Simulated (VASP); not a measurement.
Pd, 2 atoms in the cell. It takes space group P6_3/mmc (No. 194, hexagonal). Conventional cell: a = 2.804 Å, b = 2.804 Å, c = 4.667 Å, α = 90.00°, β = 90.00°, γ = 120.00°. Pd (site symmetry -6m2) has 12 Pd at 2.80 to 2.84 Å within 3.7 Å. This isn't the form of Pd at room conditions, which is fcc.

| Quantity | Value |
| --- | --- |
| Program | VASP 6.6.1 |
| Task | single point |
| Functional | RPBE |
| Potentials or basis | VASP PAW PBE potentials, release 64 (Pd) |
| Cutoff | 500 eV |
| k mesh | 13 × 13 × 7 |
| Occupations | fermi-dirac, width 0.1 eV |
| Spin | no spin polarisation |
| Dipole correction | no |
| Further INCAR settings | ALGO = Normal; EDIFF = 1e-06; NBANDS = 17 |

Potentials or basis: VASP PAW PBE potentials, release 64 (Pd).

Launch:

```sh
$ cat potpaw_PBE.64/Pd/POTCAR > POTCAR
$ mpirun -np 1 vasp_std > vasp.out
```

Hardware: 1 thread of Intel(R) Xeon(R) Platinum 8259CL CPU @ 2.50GHz (Skylake/Cascade Lake), with other jobs on the host.

Estimate the wall time of this run.

Run time: 24 s on 1 thread of Intel(R) Xeon(R) Platinum 8259CL CPU @ 2.50GHz (Skylake/Cascade Lake), with other jobs on the host, peak memory 0.16 GiB. Counts: scf iterations 11, k points 84.
